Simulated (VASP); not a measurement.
# Al36BN34 (a cell with a defect) in VASP: further runs

The runs below take Al36BN34 (a cell with a defect) through single point, with PBE, r2SCAN.

Program: VASP 6.6.1. These are calculated values, not measurements. Logs are shortened: lines on timing, memory, paths and dates and some standing lists are left out, and cuts for length are marked.

## Step 1: The cell of the first run

The cell holds a defect, 71 atoms: a = 9.389 Å, b = 9.389 Å, c = 10.035 Å, α = 90.00°, β = 90.00°, γ = 120.00°.

## Step 2: Single point, PBE

INCAR

```
SYSTEM = Al36BN34
PREC     = Accurate       ! precision mode
ENCUT    = 520            ! plane-wave cutoff, eV
EDIFF    = 1E-6           ! SCF threshold, eV
ISMEAR   = 0              ! smearing method
SIGMA    = 0.01           ! smearing width, eV
LREAL    = Auto         
LASPH    = .TRUE.         ! aspherical terms in the spheres
NELM     = 60             ! most SCF steps
ALGO     = Normal         ! electronic algorithm
ISIF     = 2              ! what is computed and relaxed
LWAVE    = .FALSE.        ! write WAVECAR
LCHARG   = .TRUE.         ! write CHGCAR
GGA      = PE             ! functional
LELF     = .TRUE.         ! ELF
LVHAR    = .TRUE.       
NBANDS   = 182            ! bands
NELECT   = 282.0
```

KPOINTS

```
Automatic mesh
0
Gamma
  1 1 1
  0.25 0.25 0.25
```

POSCAR

```
Al36BN34
1.0
    9.3892708700      0.0000000883      0.0000000000
   -4.6946355115      8.1313470508      0.0000000000
    0.0000000000      0.0000000000     10.0348065900
Al N B
36 34 1
Direct
    0.2260970951      0.1125505616      0.2514350032
    0.1137970447      0.2234105119      0.4988322763
    0.2195710816      0.1087042230      0.7515683279
    0.1105575714      0.2230511800      1.0014428229
    0.2251943190      0.4470102298      0.2516175566
    0.1103677625      0.5552403470      0.5010274174
    0.2205521072      0.4439781161      0.7505946015
    0.1102808217      0.5551783744      1.0013231227
    0.2210548905      0.7774365822      0.2513118348
    0.1095948706      0.8866409702      0.5010654485
    0.2212322465      0.7769773662      0.7509851578
    0.1097602483      0.8879564107      1.0016503454
    0.5518332766      0.1127759595      0.2520908345
    0.4394172763      0.2130401526      0.5037331995
    0.5548381779      0.1086835659      0.7515305625
    0.4433713338      0.2216357533      0.9938404378
    0.5657314077      0.4655230536      0.2515585579
    0.4406004395      0.5558332558      0.5009009123
    0.5541827119      0.4423184875      0.7335147119
    0.4440815654      0.5560559298      0.9936903435
    0.5549465644      0.7791680151      0.2514621976
    0.4423418226      0.8864218681      0.5012889723
    0.5553554968      0.7785325757      0.7505022368
    0.4434014161      0.8881185043      1.0014395602
    0.8888281951      0.1125562746      0.2529127239
    0.7755258391      0.2234279906      0.4990447516
    0.8883814737      0.1110496317      0.7492100642
    0.7777214125      0.2230632359      1.0014197890
    0.8871276033      0.4473359197      0.2516427946
    0.7810498574      0.5559681509      0.5011328669
    0.8892392983      0.4440406435      0.7507805928
    0.7776339716      0.5564011946      0.9940410525
    0.8899508792      0.7791697575      0.2511768591
    0.7760649808      0.8863529065      0.4990521142
    0.8889315635      0.7787042330      0.7505094460
    0.7775811273      0.8900036995      1.0010632123
    0.2165095507      0.1035834115      0.4400880516
    0.1136708787      0.2234318569      0.1918168480
    0.2192020668      0.1101470400      0.9428022740
    0.1110522840      0.2213618148      0.6907331707
    0.2166034332      0.4454070612      0.4407179848
    0.1106518655      0.5554820735      0.1908307203
    0.2193411782      0.4433981562      0.9404612785
    0.1107507850      0.5552512550      0.6917343742
    0.2208803734      0.7769325608      0.4416559097
    0.1120661034      0.8900435712      0.1908156222
    0.2212516464      0.7778266611      0.9414542732
    0.1105870980      0.8877734216      0.6918443301
    0.5521602108      0.1031538571      0.4407670240
    0.5557867528      0.1102791207      0.9426659663
    0.4390234079      0.2119346036      0.6978159441
    0.4433639153      0.5605404145      0.1815557075
    0.5542586269      0.4432395957      0.9364768887
    0.4408739200      0.5582670573      0.6957279794
    0.5535400771      0.7814485114      0.4408563343
    0.4431105103      0.8900760340      0.1908631999
    0.5566038801      0.7809206140      0.9403241487
    0.4432048275      0.8876039488      0.6919990849
    0.8883939314      0.1116116779      0.4420023251
    0.7752445550      0.2236110992      0.1918982941
    0.8885153264      0.1123110336      0.9412936474
    0.7766575329      0.2214562933      0.6909004429
    0.8940131497      0.4454394080      0.4407707910
    0.7835431905      0.5614905622      0.1819262241
    0.8889527625      0.4434932968      0.9406383298
    0.7840382677      0.5585664584      0.6959193829
    0.8929147885      0.7815289002      0.4407249395
    0.7782604845      0.8908330599      0.1916108422
    0.8891207352      0.7811085734      0.9402624146
    0.7774354665      0.8887874393      0.6904708304
    0.5517698054      0.4379431693      0.4427692077
```

Potentials or basis: VASP PAW PBE potentials, release 64 (Al, N, B).

Launch:

```
> cat potpaw_PBE.64/Al/POTCAR potpaw_PBE.64/N/POTCAR potpaw_PBE.64/B/POTCAR > POTCAR
> mpirun -np 1 vasp_std > vasp.out
```

OUTCAR:

```text
SYSTEM = Al36BN34
   PREC = Accurate
   ENCUT = 520
   EDIFF = 1E-6
   ISMEAR = 0
   LREAL = Auto
   LASPH = .TRUE.
   NELM = 60
   ISIF = 2
   GGA = PE
   NELECT = 282.0

 ion  position               nearest neighbor table
   1  0.226  0.113  0.251-  37 1.90  46 1.91  38 1.91  13 3.06  14 3.07   2 3.08  12 3.10  10 3.11
                             4 3.11   9 3.12  16 3.13  33 3.14   5 3.14  25 3.17  17 3.25
   2  0.114  0.223  0.499-  41 1.90  37 1.90  59 1.92  40 1.93  25 3.07   1 3.08   5 3.08  18 3.10
                             7 3.10   3 3.11  14 3.11  27 3.11   6 3.13  10 3.14  34 3.17  26 3.18
   3  0.220  0.109  0.752-  51 1.87  48 1.89  40 1.90  39 1.92  16 3.04  14 3.06  12 3.09  10 3.10
                             4 3.10  35 3.10   2 3.11  27 3.12  11 3.12  19 3.14   7 3.14  15 3.15
   4  0.111  0.223  0.001-  43 1.89  39 1.90  61 1.90  38 1.91   7 3.09   3 3.10  25 3.10   5 3.10
                            27 3.11   1 3.11   8 3.12  28 3.13  36 3.13  20 3.13  16 3.13  12 3.14
   5  0.225  0.447  0.252-  41 1.90  52 1.91  42 1.91  38 1.91  18 3.05   2 3.08   6 3.09   8 3.10
                             4 3.10  21 3.11  17 3.11   9 3.12  20 3.14   1 3.14  25 3.15  29 3.18
   6  0.110  0.555  0.501-  41 1.86  63 1.86  45 1.90  44 1.91   7 3.08  31 3.08  11 3.09   9 3.09
                             5 3.09  29 3.09  30 3.10  18 3.10  22 3.11  10 3.12  26 3.13   2 3.13
   7  0.221  0.444  0.751-  54 1.87  44 1.89  43 1.91  40 1.91  20 3.04  18 3.08   6 3.08   4 3.09
                             8 3.09   2 3.10  31 3.11  27 3.12  11 3.12  23 3.14   3 3.14  19 3.15
   8  0.110  0.555  0.001-  43 1.90  65 1.90  42 1.90  47 1.91  31 3.09   9 3.09  11 3.09   7 3.09
                             5 3.10  29 3.10   4 3.12  28 3.12  24 3.13  12 3.13  32 3.13  20 3.13
   9  0.221  0.777  0.251-  46 1.90  42 1.90  56 1.90  45 1.91  10 3.08  12 3.09  22 3.09   6 3.09
[... 88 lines left out ...]
  70  0.777  0.889  0.690-  35 1.90  27 1.90  23 1.90  34 1.92
  71  0.552  0.438  0.443-  14 1.93  17 1.93  18 1.95  30 1.95

  LATTYP: Found a hexagonal cell.
 ALAT       =     9.3892708700
 C/A-ratio  =     1.0687524866

  Lattice vectors:

 A1 = (   9.3892708700,   0.0000000883,   0.0000000000)
 A2 = (  -4.6946355115,   8.1313470508,   0.0000000000)
 A3 = (   0.0000000000,   0.0000000000,  10.0348065900)

Analysis of symmetry for initial positions (statically):
=====================================================================
 Subroutine PRICEL returns:
 Original cell was already a primitive cell.

 Routine SETGRP: Setting up the symmetry group for a
 hexagonal supercell.

 Subroutine GETGRP returns: Found  1 space group operations
 (whereof  1 operations were pure point group operations)
 out of a pool of 24 trial point group operations.

The static configuration has the point symmetry C_1 .

Analysis of symmetry for dynamics (positions and initial velocities):
=====================================================================
 Subroutine PRICEL returns:
 Original cell was already a primitive cell.

 Routine SETGRP: Setting up the symmetry group for a
 hexagonal supercell.

 Subroutine GETGRP returns: Found  1 space group operations
 (whereof  1 operations were pure point group operations)
 out of a pool of 24 trial point group operations.

The dynamic configuration has the point symmetry C_1 .

 Subroutine INISYM returns: Found  1 space group operations
 (whereof  1 operations are pure point group operations),
 and found     1 'primitive' translations

----------------------------------------------------------------------------------------

                                     Primitive cell

  volume of cell :     766.1316

  direct lattice vectors                    reciprocal lattice vectors
     9.389270870  0.000000088  0.000000000     0.106504542  0.061490427  0.000000000
    -4.694635511  8.131347051  0.000000000    -0.000000001  0.122980853  0.000000000
     0.000000000  0.000000000 10.034806590     0.000000000  0.000000000  0.099653141
[... 184 lines left out ...]
  0.500000 -0.250000  0.250000      2.000000
   k-points           NKPTS =      6   k-points in BZ     NKDIM =      6   number of bands    NBANDS=    182
   number of dos      NEDOS =    301   number of ions     NIONS =     71
   total plane-waves  NPLWV = 392000
   dimension x,y,z NGX =    70 NGY =   70 NGZ =   80
   dimension x,y,z NGXF=   140 NGYF=  140 NGZF=  160
   ions per type =              36  34   1
   NGX,Y,Z   is equivalent  to a cutoff of  12.39, 12.39, 13.25 a.u.
   NGXF,Y,Z  is equivalent  to a cutoff of  24.79, 24.79, 26.51 a.u.
 SYSTEM =  Al36BN34
   PREC   = accura    normal or accurate (medium, high low for compatibility)
   ISTART =      0    job   : 0-new  1-cont  2-samecut
   ICHARG =      2    charge: 1-file 2-atom 10-const
   ISPIN  =      1    spin polarized calculation?
   LNONCOLLINEAR =      F non collinear calculations
   LSORBIT =      F    spin-orbit coupling
   LASPH  =      T    aspherical Exc in radial PAW
   ENCUT  =  520.0 eV  38.22 Ry    6.18 a.u.  17.46 17.46 18.66*2*pi/ulx,y,z
   NELM   =     60;   NELMIN=  2; NELMDL= -5     # of ELM steps
   EDIFF  = 0.1E-05   stopping-criterion for ELM
   LREAL  =      T    real-space projection
   EDIFFG = 0.1E-04   stopping-criterion for IOM
   NSW    =      0    number of steps for IOM
   IBRION =     -1    ionic relax: 0-MD 1-quasi-New 2-CG
   NFREE  =      0    steps in history (QN), initial steepest desc. (CG)
   ISIF   =      2    stress and relaxation
   ISYM   =      2    0-nonsym 1-usesym 2-fastsym
   POTIM  = 0.5000    time-step for ionic-motion
   TEBEG  =    0.0;   TEEND  =   0.0 temperature during run
   PSTRESS=    0.0 pullay stress
   NELECT =     282.0000    total number of electrons
   NUPDOWN=      -1.0000    fix difference up-down
   EMIN   =  10.00;   EMAX   =-10.00  energy-range for DOS
   EFERMI =   0.00;   METHOD = LEGACY
   ISMEAR =     0;   SIGMA  =   0.01  broadening in eV -4-tet -1-fermi 0-gaus
   EFERMI_NEDOS =   21; number of points for ismear=-14 and -15
   IALGO  =     38    algorithm
   IMIX   =      4    mixing-type and parameters
     AMIX     =   0.40;   BMIX     =  1.00
     AMIX_MAG =   1.60;   BMIX_MAG =  1.00
  volume/ion in A,a.u.               =      10.79        72.82
  Fermi-wavevector in a.u.,A,eV,Ry     =   1.173249  2.217119 18.728589  1.376512
  Thomas-Fermi vector in A             =   2.309665
   LORBIT       =      0    0 simple, 1 ext, 2 COOP (PROOUT), +10 PAW based schemes
   GGA     = PE    functional components
   LHFCALC =     F    Hartree Fock is set to
   AEXX    =    0.0000 exact exchange contribution
   IVDW    =     0    specifies the selected vdW correction
   LEPSILON=     F    determine dielectric tensor
   LRPA    =     F    only Hartree local field effects (RPA)
 non-spin polarized calculation
 Gauss-broadening in eV      SIGMA  =   0.01
  energy-cutoff  :      520.00
  volume of cell :      766.13
 maximum number of plane-waves:     20622
 NGX is ok and might be reduce to    70
   NGX = 35   NGY = 35   NGZ = 37

 number of electron     281.9999973 magnetization

 Free energy of the ion-electron system (eV)
  ---------------------------------------------------
  ext. energy  EPLUGINS =         0.00000000
  ---------------------------------------------------
  free energy    TOTEN  =      -508.54167211 eV

  energy without entropy =     -508.54167211  energy(sigma->0) =     -508.54167211

 E-fermi :   7.7739     XC(G=0): -10.8138

 val. band max:        7.7291240684   @ k =   0.2500   0.5000   0.2500
 cond. band min:       9.6170039203   @ k =   0.2500   0.5000   0.2500
 fundamental gap:      1.8878798519
 Fermi energy:         7.7739226871

 k-point     1 :       0.2500    0.2500    0.2500
  band No.  band energies     occupation
      1      -8.9365      2.00000
      2      -8.6631      2.00000
      3      -8.5690      2.00000
      4      -8.4479      2.00000
      5      -8.2390      2.00000
      6      -8.0525      2.00000
[... 925 lines left out ...]
    152      11.7544      0.00000
    153      11.8692      0.00000
 [bands above 153 left out]

------------------------ aborting loop because EDIFF is reached ----------------------------------------

  FORCE on cell =-STRESS in cart. coord.  units (eV):
  Direction    XX          YY          ZZ          XY          YZ          ZX
  --------------------------------------------------------------------------------------
  -------------------------------------------------------------------------------------
  Total       17.5551331     20.9913270     17.7773712     -0.6646811     -1.4730993      0.0113961
  in kB       36.7122782     43.8982393     37.1770350     -1.3900183     -3.0806278      0.0238321
  external PRESSURE =      39.2625175 kB  Pullay stress =       0.0000000 kB

 VOLUME and BASIS-vectors are now :
 -----------------------------------------------------------------------------
  energy-cutoff  :      520.00
  volume of cell :      766.13
      direct lattice vectors                 reciprocal lattice vectors
     9.389270870  0.000000088  0.000000000     0.106504542  0.061490427  0.000000000
    -4.694635511  8.131347051  0.000000000    -0.000000001  0.122980853  0.000000000
     0.000000000  0.000000000 10.034806590     0.000000000  0.000000000  0.099653141

 POSITION                                       TOTAL-FORCE (eV/Angst)
 -----------------------------------------------------------------------------------
      1.59450      0.91519      2.52310        -0.029573      0.028539      0.016941
      0.01964      1.81663      5.00569        -0.035736      0.031244     -0.008233
      1.55129      0.88391      7.54184         0.024409     -0.011517      0.005824
     -0.00909      1.81371      0.01448        -0.035742      0.015740      0.013807
      0.01586      3.63480      2.52493         0.034874     -0.015131     -0.003791
     -1.57038      4.51485      5.02771        -0.013930      0.015523      0.001378
[... 63 lines left out ...]
      3.12702      7.22704      6.92874        -0.034288      0.021285     -0.001078
      3.12473      3.56107      4.44310         0.031914     -0.005862      0.005949
 -----------------------------------------------------------------------------------
    total drift:                                0.002874      0.006499      0.050748

  FREE ENERGIE OF THE ION-ELECTRON SYSTEM (eV)
  ---------------------------------------------------
  free  energy   TOTEN  =      -508.5416721142 eV

  energy  without entropy=     -508.5416721142  energy(sigma->0) =     -508.54167211
```

Wall time 26 min (1 thread of Intel Xeon Platinum 8488C (Sapphire Rapids), shared host); peak memory 1.1 GiB.

What came out:

```yaml
Free_energy: -508.5417 eV
Largest_force: 0.089 eV/Å
```

Forces on the atoms (eV/Å):
```
Al  -0.030  0.029  0.017
Al  -0.036  0.031 -0.008
Al   0.024 -0.012  0.006
Al  -0.036  0.016  0.014
Al   0.035 -0.015 -0.004
Al  -0.014  0.016  0.001
Al   0.031 -0.011  0.001
Al  -0.018  0.013 -0.002
Al   0.066 -0.030  0.013
Al  -0.031  0.023  0.008
Al   0.026 -0.022  0.001
Al  -0.018  0.022 -0.040
Al   0.043 -0.011 -0.022
Al  -0.031 -0.003  0.011
Al   0.024 -0.013  0.005
Al  -0.007  0.027 -0.022
Al  -0.017 -0.004  0.006
Al  -0.031  0.025  0.011
Al   0.019 -0.015  0.003
Al  -0.028  0.023  0.014
Al  -0.010 -0.039 -0.028
Al  -0.024  0.000  0.001
Al   0.026 -0.023  0.004
Al  -0.018  0.009  0.015
Al   0.021  0.023 -0.026
Al  -0.028  0.024 -0.008
Al   0.028 -0.013 -0.004
Al  -0.025  0.017  0.023
Al   0.049 -0.048  0.011
Al  -0.020  0.023  0.000
Al   0.025 -0.013  0.001
Al  -0.030  0.001 -0.024
Al  -0.066  0.024  0.054
Al  -0.051  0.021 -0.001
Al   0.021 -0.015  0.003
Al  -0.033  0.018  0.006
N    0.038 -0.052  0.027
N   -0.031 -0.005  0.013
N    0.032 -0.023  0.003
N   -0.039  0.018  0.003
N    0.037 -0.028  0.000
N   -0.048  0.030 -0.003
N    0.040 -0.021 -0.011
N   -0.040  0.024 -0.004
N    0.036 -0.020 -0.001
N    0.028  0.019 -0.022
N    0.031 -0.020  0.002
N   -0.040  0.022  0.003
N    0.028  0.012 -0.017
N    0.039 -0.027  0.021
N   -0.037  0.031 -0.010
N   -0.038  0.055  0.025
N    0.031 -0.021 -0.015
N   -0.050  0.036  0.006
N    0.049 -0.029 -0.002
N   -0.005  0.022 -0.005
N    0.037 -0.020 -0.010
N   -0.038  0.024  0.003
N    0.035 -0.023  0.007
N   -0.014 -0.005  0.018
N    0.040 -0.024 -0.003
N   -0.047  0.019 -0.003
N    0.019 -0.030 -0.001
N   -0.001 -0.038 -0.047
N    0.036 -0.018 -0.004
N   -0.050  0.015 -0.023
N    0.061 -0.026  0.001
N   -0.022  0.023 -0.002
N    0.045 -0.032  0.007
N   -0.034  0.021 -0.001
B    0.032 -0.006  0.006
```

Levels at points of the mesh, in eV from the Fermi level:
```
           k point  band 139  band 140  band 141  band 142  band 143  band 144
(0.25, 0.25, 0.25)     -0.37     -0.25     -0.05      1.85      2.17      2.53
```

Caveat: the cell carries a net charge on a neutralising background, which shifts energy and pressure; the cell is charged against a uniform background, so pressure and absolute levels hang on convention.

[end of part 1 of 3]
